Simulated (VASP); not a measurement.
Here is a VASP 6.6.1 calculation.

Contents of INCAR:

```
PREC     = Accurate       # precision mode
ENCUT    = 600            # plane-wave cutoff, eV
EDIFF    = 1E-7           # SCF threshold, eV
ISMEAR   = -1             # smearing method
SIGMA    = 0.05           # smearing width, eV
LREAL    = F              # projectors in reciprocal space
LASPH    = T              # aspherical terms in the spheres
NELM     = 150            # most SCF steps
ALGO     = Normal         # electronic algorithm
ISIF     = 3              # what is computed and relaxed
LWAVE    = F              # write WAVECAR
LCHARG   = F              # write CHGCAR
ISPIN    = 2              # spin polarisation
MAGMOM   = 0.8 -0.8       # initial moments
LORBIT   = 11             # projections on sites
LMAXMIX  = 4              # l up to which the mixer works
GGA      = CA             # functional
IBRION   = 2              # ionic algorithm
NSW      = 80             # ionic steps
EDIFFG   = -0.01          # ionic threshold
```

KPOINTS

```
Automatic mesh
0
Gamma
  12 12 12
```

POSCAR

```
Ni
1.0
    0.0000000000      2.2775907947      2.2775907947
    2.2775907947      0.0000000000      2.2775907947
    2.2775907947      2.2775907947      0.0000000000
Ni
2
Direct
    0.0000000000      0.0000000000      0.0000000000
    0.5000000000      0.5000000000      0.5000000000
```

Potentials or basis: VASP PAW LDA potentials, release 64 (Ni).

Launch:

```sh
$ cat potpaw_LDA.64/Ni/POTCAR > POTCAR
$ mpirun -np 1 vasp_std > vasp.out
```

Question: Predict the relaxed volume.

Answer: 11.48 Å³/atom.

Question: Estimate the band gap on the k mesh.

Answer: Zero (filled and empty bands overlap).

Question: What does it give for the space group after relaxing (to 0.1 Å)?

Answer: Pm-3m (No. 221).

The path:
| step | energy change (eV) | largest force (eV/Å) | pressure (GPa) | volume (Å³) |
| --- | --- | --- | --- | --- |
| 1 | 0.0000 | 0.0000 | -5.06 | 23.63 |
| 2 | -0.0014 | 0.0000 | 5.26 | 22.38 |
| 3 | -0.0108 | 0.0000 | 0.00 | 22.97 |
